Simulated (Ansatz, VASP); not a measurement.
## One calculation of SnO3, two programs

File INCAR:

```
SYSTEM = SnO3
ALGO = Normal ; EDIFF = 1E-7
ENCUT = 520 ; GGA = PE
ISIF = 2 ; ISMEAR = 0
LASPH = .TRUE. ; LCHARG = .FALSE.
LREAL = .FALSE. ; LWAVE = .FALSE.
NBANDS = 24 ; NELM = 80
PREC = Accurate ; SIGMA = 0.1
```

KPOINTS

```
k-points
0
G
  4 4 4
  0 0 0
```

POSCAR

```
SnO3
1.0
    3.9842607700      0.0000000000      0.0000000000
    0.0000000000      3.9842607700      0.0000000000
    0.0000000000      0.0000000000      3.9842607700
Sn O
1 3
Direct
    0.0000000000      0.0000000000      0.0000000000
    0.0000000000      0.5000000000      0.5000000000
    0.5000000000      0.0000000000      0.5000000000
    0.5000000000      0.5000000000      0.0000000000
```

Input for Ansatz:

```yaml
crystal:
  lattice:
    - [3.98426077, 0.0, 0.0]
    - [0.0, 3.98426077, 0.0]
    - [0.0, 0.0, 3.98426077]
  atoms:
    - { symbol: Sn, position: [0.0, 0.0, 0.0] }
    - { symbol: O, position: [0.0, 0.5, 0.5] }
    - { symbol: O, position: [0.5, 0.0, 0.5] }
    - { symbol: O, position: [0.5, 0.5, 0.0] }
basis:
  ecutwfc: 420
kpoints:
  mp_grid: { grid: [4, 4, 4] }
hamiltonian:
  xc: pbe
scf:
  occupations: { method: gaussian, width: 0.1 }
  lower_state_search: "off"
output:
  forces: true
  stress: true
  eigenvalues: true
```

Change from the starting cell: species swapped into the Dy3Al type (Pm-3m, No. 221).

Alike in both runs: task single point; functional PBE; k mesh 4 × 4 × 4; occupations gaussian, width 0.1 eV; no spin polarisation.

```csv
,VASP,Ansatz
version,VASP 6.6.1,Ansatz 0.2.0
potentials or method,"VASP PAW PBE potentials, release 64 (Sn_d, O), cutoff 520 eV","scalar-relativistic, plane waves, PAW"
valence electrons in the cell,32,32
```

```tsv
	VASP	Ansatz	Ansatz less VASP
gap on the k mesh at the Fermi level (eV)	none	none	-
pressure (GPa)	-21.1	-21.0	+0.13
```

A gap of «none» marks a metal or a gap that the smearing closes.

The k mesh is coarse, so the values compare programs but aren't converged.
